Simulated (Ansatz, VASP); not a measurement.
**One calculation of Cd, two programs**

```
CELL_PARAMETERS angstrom
2.96178 0.00000 0.00000
-1.48089 2.56498 0.00000
0.00000 0.00000 5.79703
ATOMIC_POSITIONS crystal
Cd 0.33333 0.66667 0.25000
Cd 0.66667 0.33333 0.75000
```

Alike in both runs: functional r2SCAN; k mesh 18 × 18 × 8; occupations gaussian, width 0.1 eV; no spin polarisation.

Ansatz relaxed the structure, and its values are those at the end. VASP's run is a single point on that final structure, the one shown.

|  | VASP | Ansatz |
| --- | --- | --- |
| version | VASP 6.6.1 | Ansatz 0.2.0 |
| potentials or method | VASP PAW PBE potentials, release 64 (Cd), cutoff 520 eV | scalar-relativistic, plane waves, PAW |
| valence electrons in the cell | 24 | 40 |

```csv
,VASP,Ansatz,Ansatz less VASP
gap on the k mesh at the Fermi level (eV),none,none,-
pressure (GPa),0.4,0.0,-0.35
```

VASP's potentials were made for PBE, not for r2SCAN. A gap of «none» marks a metal or a gap that the smearing closes. VASP's potentials hold 24 valence electrons a cell and Ansatz's 40, so a difference there can come from the potentials and not from the codes.
